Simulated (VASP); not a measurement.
# Bi (Fm-3m) in VASP: further runs, part 2 of 2

VASP 6.6.1. Earlier steps stand in the parts before.

## 3. Single point, LDA

INCAR reads:

```
SYSTEM = Bi
ALGO     = Normal         ! electronic algorithm
EDIFF    = 1E-6           ! SCF threshold, eV
ENCUT    = 520            ! plane-wave cutoff, eV
ISIF     = 2              ! what is computed and relaxed
ISMEAR   = -1             ! smearing method
LASPH    = .TRUE.         ! aspherical terms in the spheres
LCHARG   = .FALSE.        ! write CHGCAR
LREAL    = .FALSE.        ! projectors in reciprocal space
LWAVE    = .FALSE.        ! write WAVECAR
NBANDS   = 14             ! bands
NELM     = 100            ! most SCF steps
PREC     = Accurate       ! precision mode
SIGMA    = 0.08           ! smearing width, eV
```

KPOINTS reads:

```
k-points
0
G
  14 14 14
  0 0 0
```

POSCAR reads:

```
Bi
1.0
    0.0000000000      2.2985061622      2.2985061622
    2.2985061622      0.0000000000      2.2985061622
    2.2985061622      2.2985061622      0.0000000000
Bi
1
Direct
    0.0000000000      0.0000000000      0.0000000000
```

Potentials or basis: VASP PAW LDA potentials, release 64 (Bi_d).

Started as:

```console
$ cat potpaw_LDA.64/Bi_d/POTCAR > POTCAR
$ mpirun -np 1 vasp_std > vasp.out
```

OUTCAR:

```text
SYSTEM = Bi
   EDIFF = 1E-6
   ENCUT = 520
   ISIF = 2
   ISMEAR = -1
   LASPH = .TRUE.
   LREAL = .FALSE.
   NELM = 100
   PREC = Accurate

 ion  position               nearest neighbor table
   1  0.000  0.000  0.000-

  LATTYP: Found a face centered cubic cell.
 ALAT       =     4.5970123244

  Lattice vectors:

 A1 = (   0.0000000000,   2.2985061622,   2.2985061622)
 A2 = (   2.2985061622,   0.0000000000,   2.2985061622)
 A3 = (   2.2985061622,   2.2985061622,   0.0000000000)

Analysis of symmetry for initial positions (statically):
=====================================================================
 Subroutine PRICEL returns:
 Original cell was already a primitive cell.

 Routine SETGRP: Setting up the symmetry group for a
 face centered cubic supercell.

 Subroutine GETGRP returns: Found 48 space group operations
 (whereof 48 operations were pure point group operations)
 out of a pool of 48 trial point group operations.

The static configuration has the point symmetry O_h .

Analysis of symmetry for dynamics (positions and initial velocities):
=====================================================================
 Subroutine PRICEL returns:
 Original cell was already a primitive cell.

 Routine SETGRP: Setting up the symmetry group for a
 face centered cubic supercell.

 Subroutine GETGRP returns: Found 48 space group operations
 (whereof 48 operations were pure point group operations)
 out of a pool of 48 trial point group operations.

The dynamic configuration has the point symmetry O_h .

 Subroutine INISYM returns: Found 48 space group operations
 (whereof 48 operations are pure point group operations),
 and found     1 'primitive' translations

----------------------------------------------------------------------------------------

                                     Primitive cell

  volume of cell :      24.2866

  direct lattice vectors                    reciprocal lattice vectors
     0.000000000  2.298506162  2.298506162    -0.217532591  0.217532591  0.217532591
     2.298506162  0.000000000  2.298506162     0.217532591 -0.217532591  0.217532591
[... 113 lines left out ...]
   LRPA    =     F    only Hartree local field effects (RPA)
 non-spin polarized calculation
  energy-cutoff  :      520.00
  volume of cell :       24.29
 maximum number of plane-waves:       668
   NGX = 13   NGY = 13   NGZ = 13

 number of electron      14.9999994 magnetization

 Free energy of the ion-electron system (eV)
  ---------------------------------------------------
  ext. energy  EPLUGINS =         0.00000000
  ---------------------------------------------------
  free energy    TOTEN  =        -4.13965554 eV

  energy without entropy =       -4.12279260  energy(sigma->0) =       -4.13122407

 E-fermi :  11.3249     XC(G=0): -11.7640

 val. band max:       11.2717542174   @ k =  -0.2857   0.2143   0.0714
 cond. band min:      11.3567116198   @ k =  -0.3571   0.2143   0.0714
 fundamental gap:      0.0849574024
 Fermi energy:        11.3249486116

 k-point     1 :       0.0000    0.0000    0.0000
  band No.  band energies     occupation
      1     -12.0694      2.00000
      2     -12.0694      2.00000
      3     -12.0694      2.00000
      4     -11.9007      2.00000
      5     -11.9007      2.00000
      6      -4.4004      2.00000
      7      17.9543      0.00000
      8      17.9543      0.00000
      9      17.9543      0.00000
     10      20.0653      0.00000
     11      23.3506      0.00000
     12      23.5836      0.00000
     13      23.5836      0.00000
     14      23.5836      0.00000
[... 377 lines left out ...]
      1     -12.1143      2.00000
      2     -11.9964      2.00000
      3     -11.9656      2.00000
      4     -11.9136      2.00000
      5     -11.8183      2.00000
      6      -2.6966      2.00000
      7      10.8159      1.99656
      8      14.7306      0.00000
      9      15.1330      0.00000
     10      18.8665      0.00000
     11      20.7316      0.00000
     12      25.2101      0.00000
     13      25.5432      0.00000
     14      25.7088      0.00000

 [... further k-points ...]

------------------------ aborting loop because EDIFF is reached ----------------------------------------

  FORCE on cell =-STRESS in cart. coord.  units (eV):
  Direction    XX          YY          ZZ          XY          YZ          ZX
  --------------------------------------------------------------------------------------
  -------------------------------------------------------------------------------------
  Total        2.9132742      2.9132742      2.9132742      0.0000000      0.0000000      0.0000000
  in kB      192.1874067    192.1874067    192.1874067      0.0000000      0.0000000      0.0000000
  external PRESSURE =     192.1874067 kB  Pullay stress =       0.0000000 kB

 VOLUME and BASIS-vectors are now :
 -----------------------------------------------------------------------------
  energy-cutoff  :      520.00
  volume of cell :       24.29
      direct lattice vectors                 reciprocal lattice vectors
     0.000000000  2.298506162  2.298506162    -0.217532591  0.217532591  0.217532591
     2.298506162  0.000000000  2.298506162     0.217532591 -0.217532591  0.217532591
     2.298506162  2.298506162  0.000000000     0.217532591  0.217532591 -0.217532591

 POSITION                                       TOTAL-FORCE (eV/Angst)
 -----------------------------------------------------------------------------------
      0.00000      0.00000      0.00000        -0.000000     -0.000000     -0.000000
 -----------------------------------------------------------------------------------
    total drift:                                0.000000     -0.000000     -0.000000

  FREE ENERGIE OF THE ION-ELECTRON SYSTEM (eV)
  ---------------------------------------------------
  free  energy   TOTEN  =        -4.1396555429 eV

  energy  without entropy=       -4.1227926037  energy(sigma->0) =       -4.13122407
```

stdout:

```text
POSCAR found type information on POSCAR Bi
 POSCAR found :  1 types and       1 ions
 scaLAPACK will be used
 LDA part: xc-table for (Slater(with rela. corr.)+CA(PZ))
 , standard interpolation
 POSCAR, INCAR and KPOINTS ok, starting setup
 FFT: planning ... GRIDC
 FFT: planning ... GRID_SOFT
 FFT: planning ... GRID
 WAVECAR not read
 entering main loop
```

Wall time 21 s (1 thread of AMD EPYC 7R43 (Zen 3), shared host); peak memory 0.11 GiB.

Results:

```
Free energy : -4.1397 eV
Pressure    : 19.2 GPa
```

Levels at points of the mesh, in eV from the Fermi level:
```csv
k point,band 4,band 5,band 6,band 7,band 8,band 9,band 10,band 11
"(0.00, 0.00, 0.00)",-23.23,-23.23,-15.73,6.63,6.63,6.63,8.74,12.03
"(0.50, 0.00, 0.00)",-23.07,-23.07,-11.36,-7.02,4.39,4.39,8.30,9.27
"(0.50, 0.50, 0.00)",-23.03,-23.03,-9.61,-5.96,0.22,0.22,4.38,5.57
```

Caveat: spin-orbit coupling is left out, which moves the levels of the heavy elements.

## 4. Relaxation of cell and atoms, LDA, target pressure 19 GPa, at which the enthalpy is minimised

INCAR reads:

```
  ALGO = Normal
  EDIFF = 1E-7
  EDIFFG = -0.005
  ENCUT = 600
  IBRION = 2
  ISIF = 3
  ISMEAR = -1
  LASPH = T
  LCHARG = F
  LREAL = F
  LWAVE = F
  NELM = 100
  NSW = 32
  PREC = Accurate
  PSTRESS = 190.0
  SIGMA = 0.08
```

KPOINTS reads:

```
k-points
0
Gamma
  14 14 14
```

POSCAR reads:

```
Bi
1.0
    0.0000000000      2.2982812073      2.2982812073
    2.2982812073      0.0000000000      2.2982812073
    2.2982812073      2.2982812073      0.0000000000
Bi
1
Direct
    0.0000000000      0.0000000000      0.0000000000
```

Started as:

```console
$ cat potpaw_LDA.64/Bi_d/POTCAR > POTCAR
$ mpirun -np 1 vasp_std > vasp.out
```

Wall time 94 s (1 thread of AMD EPYC 7R43 (Zen 3), shared host); peak memory 0.13 GiB.

It converged, with:

```
Free energy                                            : -4.1453 eV
Relaxed volume                                         : 24.33 Å³/atom
Relaxed cell                                           : a = 3.253 Å, b = 3.253 Å, c = 3.253 Å, α = 60.00°, β = 60.00°, γ = 60.00°
Space group after relaxing (to 0.05 Å)                 : Fm-3m (No. 225)
Energy change on relaxing (the enthalpy is what falls) : -6.4 meV/atom
Ionic steps                                            : 3
Pressure after relaxing                                : 19.0 GPa
```

Step by step:
```csv
step,energy change (eV),largest force (eV/Å),pressure (GPa),volume (Å³)
1,0.0000,0.0000,19.31,24.28
2,-0.0197,0.0000,18.33,24.45
3,-0.0064,0.0000,19.00,24.33
```

Final structure:
```yaml
crystal:
  lattice:
    - [0.00000, 2.29997, 2.29997]
    - [2.29997, 0.00000, 2.29997]
    - [2.29997, 2.29997, 0.00000]
  atoms:
    - { symbol: Bi, position: [0.00000, 0.00000, 0.00000] }
```

Levels at points of the mesh, in eV from the Fermi level:
| k point | band 4 | band 5 | band 6 | band 7 | band 8 | band 9 | band 10 | band 11 |
| --- | --- | --- | --- | --- | --- | --- | --- | --- |
| (0.00, 0.00, 0.00) | -23.22 | -23.22 | -15.71 | 6.61 | 6.61 | 6.61 | 8.74 | 12.00 |
| (0.50, 0.00, 0.00) | -23.06 | -23.06 | -11.35 | -7.01 | 4.38 | 4.38 | 8.30 | 9.26 |
| (0.50, 0.50, 0.00) | -23.03 | -23.03 | -9.61 | -5.95 | 0.22 | 0.22 | 4.37 | 5.57 |

Caveat: the cell is relaxed towards a set pressure, so the enthalpy falls and the energy may rise; spin-orbit coupling is left out, which moves the levels of the heavy elements.

## 5. Relaxation of cell and atoms, LDA, target pressure 19 GPa, at which the enthalpy is minimised

INCAR reads:

```
  PREC = Accurate
  ENCUT = 600
  EDIFF = 1E-7
  ISMEAR = -1
  SIGMA = 0.08
  LREAL = False
  LASPH = True
  NELM = 80
  ALGO = Normal
  ISIF = 3
  LWAVE = False
  LCHARG = False
  GGA = CA
  IBRION = 2
  NSW = 60
  EDIFFG = -0.005
  PSTRESS = 190.0
```

KPOINTS reads:

```
regular mesh
0
Gamma
  14 14 14
```

POSCAR reads:

```
Bi
1.0
    0.0000000000      2.2995673145      2.2995673145
    2.2995673145      0.0000000000      2.2995673145
    2.2995673145      2.2995673145      0.0000000000
Bi
1
Direct
    0.0000000000      0.0000000000      0.0000000000
```

Started as:

```console
$ cat potpaw_LDA.64/Bi_d/POTCAR > POTCAR
$ mpirun -np 1 vasp_std > vasp.out
```

Run time: 92 s. Hardware: 1 thread of AMD EPYC 7R43 (Zen 3), shared host; peak memory 0.13 GiB.

The run converged. Its results:

* Free energy: -4.1452 eV
* Relaxed volume: 24.33 Å³/atom
* Relaxed cell: a = 3.253 Å, b = 3.253 Å, c = 3.253 Å, α = 60.00°, β = 60.00°, γ = 60.00°
* Space group after relaxing (to 0.05 Å): Fm-3m (No. 225)
* Energy change on relaxing (the enthalpy is what falls): -1.5 meV/atom
* Ionic steps: 3
* Pressure after relaxing: 19.0 GPa

The path:
```
step  energy change (eV)  largest force (eV/Å)  pressure (GPa)  volume (Å³)
   1              0.0000                0.0000           19.07        24.32
   2             -0.0046                0.0000           18.85        24.36
   3             -0.0015                0.0000           19.01        24.33
```

Final structure:
```
CELL_PARAMETERS angstrom
0.00000 2.29996 2.29996
2.29996 0.00000 2.29996
2.29996 2.29996 0.00000
ATOMIC_POSITIONS crystal
Bi 0.00000 0.00000 0.00000
```

Levels at points of the mesh, in eV from the Fermi level:
```csv
k point,band 3,band 4,band 5,band 6,band 7,band 8,band 9,band 10,band 11
"(0.00, 0.00, 0.00)",-23.39,-23.22,-23.22,-15.71,6.61,6.61,6.61,8.74,12.00
"(0.50, 0.00, 0.00)",-23.37,-23.06,-23.06,-11.35,-7.01,4.38,4.38,8.30,9.26
"(0.50, 0.50, 0.00)",-23.08,-23.03,-23.03,-9.61,-5.95,0.22,0.22,4.37,5.57
```

Caveat: the cell is relaxed towards a set pressure, so the enthalpy falls and the energy may rise; spin-orbit coupling is left out, which moves the levels of the heavy elements.

## 6. Summary

```tsv
task	cell	cutoff (eV)	gap on the mesh (eV)	pressure (GPa)
single point	a = 3.250 Å, angles 60.0°, 1 atom	520	none	19.3
single point	a = 3.251 Å, angles 60.0°, 1 atom	520	none	19.2
relaxation of cell and atoms	relaxed to 19 GPa from a = 3.250 Å, angles 60.0°, 1 atom	600	none	19.0
relaxation of cell and atoms	relaxed to 19 GPa from a = 3.252 Å, angles 60.0°, 1 atom	600	none	19.0
```

Alike in all rows: level LDA; potentials or basis VASP PAW LDA potentials, release 64 (Bi_d); no spin polarisation; k mesh 14 × 14 × 14; smearing fermi-dirac 0.08 eV.

Caveats: spin-orbit coupling is left out, which moves the levels of the heavy elements; the cell is relaxed towards a set pressure, so the enthalpy falls and the energy may rise (some runs).

Total energies depend on the potentials used, so only differences within one code and one set of settings carry meaning.
